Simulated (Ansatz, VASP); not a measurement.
**Two plane-wave programs on CoO**

```xyz
2
Lattice="0.0000 2.1315 2.1315 2.1315 0.0000 2.1315 2.1315 2.1315 0.0000" Properties=species:S:1:pos:R:3 pbc="T T T"
Co    0.0000    0.0000    0.0000
O     2.1315    2.1315    2.1315
```

Alike in both runs: functional BLYP; k mesh 11 × 11 × 11; occupations fermi-dirac, width 0.05 eV; collinear spin.

|  | VASP | Ansatz |
| --- | --- | --- |
| version | VASP 6.6.1 | Ansatz 0.2.0 |
| potentials or method | VASP PAW PBE potentials, release 64 (Co, O) | Ansatz PAW |
| plane-wave cutoff (eV) | 520 | 420 |
| valence electrons in the cell | 15 | 23 |
| task | single point | band structure |

|  | VASP | Ansatz | Ansatz less VASP |
| --- | --- | --- | --- |
| gap on the k mesh at the Fermi level (eV) | none | none | - |
| pressure (GPa) | 4.3 | 4.9 | +0.65 |
| net moment per atom (μB) | 1.39 | 1.41 | +0.022 |
| size of the moment on the site where the two differ most (μB) | 2.45 | 2.41 | -0.045 |

VASP's potentials were made for PBE, not for BLYP. Site moments also hang on the region over which each program counts them. A gap of «none» marks a metal or a gap that the smearing closes. With one functional, cell and mesh, what is left measures potentials, basis and numerics. VASP's potentials hold 15 valence electrons a cell and Ansatz's 23, so a difference there can come from the potentials and not from the codes.
